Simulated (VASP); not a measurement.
The system is Y4N.

```xyz
5
Lattice="4.7469 0.0000 0.0000 0.0000 4.7469 0.0000 0.0000 0.0000 4.7469" Properties=species:S:1:pos:R:3 pbc="T T T"
Y     0.0000    0.0000    0.0000
Y     2.3734    2.3734    0.0000
Y     2.3734    0.0000    2.3734
Y     0.0000    2.3734    2.3734
N     2.3734    2.3734    2.3734
```

The cell was built from a structure type or drawn by symmetry, and may not be a known phase.

```yaml
Program: VASP 6.6.1
Task: relaxation of cell and atoms
Functional: PBE
Potentials_or_basis: VASP PAW PBE potentials, release 64 (Y_sv, N)
Cutoff: 600 eV
k_mesh: 4 × 4 × 4
Occupations: gaussian, width 0.1 eV
Spin: no spin polarisation
```

At the start: pressure 12.1 GPa; volume 21.39 Å³/atom.

Task: How do energy, volume and symmetry change on relaxing?

Result: Over 3 steps the energy falls by 111.9 meV/atom and the volume is 24.70 Å³/atom (+15.5 %); space group Pm-3m (No. 221, to 0.1 Å) before and after.

The path:
```tsv
step	energy change (eV)	largest force (eV/Å)	pressure (GPa)	volume (Å³)
1	0.0000	0.0000	12.07	106.96
2	-0.4002	0.0000	-4.59	133.91
3	-0.5593	0.0000	-0.01	123.49
```

Final structure:
```
Y N
1.0
     4.97980    0.00000    0.00000
     0.00000    4.97980    0.00000
     0.00000    0.00000    4.97980
Y N
4 1
Direct
  0.00000 0.00000 0.00000
  0.50000 0.50000 0.00000
  0.50000 0.00000 0.50000
  0.00000 0.50000 0.50000
  0.50000 0.50000 0.50000
```

Caveat: the volume moved by over 15 % at a fixed basis, so the end points are rough.
